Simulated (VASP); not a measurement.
A run of VASP 6.6.1 is set up as follows.

File INCAR:

```
ALGO = Normal
EDIFF = 1E-6
ENCUT = 520
GGA = PE
ISIF = 2
ISMEAR = 0
LASPH = True
LCHARG = False
LREAL = False
LWAVE = False
NBANDS = 30
NELM = 60
PREC = Accurate
SIGMA = 0.1
```

File KPOINTS:

```
k-points
0
Gamma
  6 6 2
```

POSCAR

```
KZnAs4
1.0
    4.2722046900      0.0000000000      0.0000000000
   -2.1361023500      3.6998377900      0.0000000000
    0.0000000000      0.0000000000     13.6710550200
K Zn As
1 1 4
Direct
    0.0000000000      0.0000000000      0.0000000000
    0.0000000000      0.0000000000      0.5000000000
    0.3333333300      0.6666666700      0.1200000000
    0.3333333300      0.6666666700      0.6200000000
    0.6666666700      0.3333333300      0.3800000000
    0.6666666700      0.3333333300      0.8800000000
```

Potentials or basis: VASP PAW PBE potentials, release 64 (K_sv, Zn, As).

Launch:

```bash
$ cat potpaw_PBE.64/K_sv/POTCAR potpaw_PBE.64/Zn/POTCAR potpaw_PBE.64/As/POTCAR > POTCAR
$ mpirun -np 1 vasp_std > vasp.out
```

**Question.** Predict the pressure.

**Answer.** -3.7 GPa.

**Question.** Estimate the band gap on the k mesh.

**Answer.** Zero (an odd number of electrons rules out a gap without spin polarisation).

**Question.** Estimate the largest force.

**Answer.** 1.270 eV/Å.

Stress tensor (GPa, compression positive):
```
-3.16  0.00  0.00
 0.00 -3.16  0.00
 0.00  0.00 -4.79
```

Caveat: the cell stands under tension; forces of over 1 eV/Å act on the atoms, so gaps and moduli don't describe the material at rest.
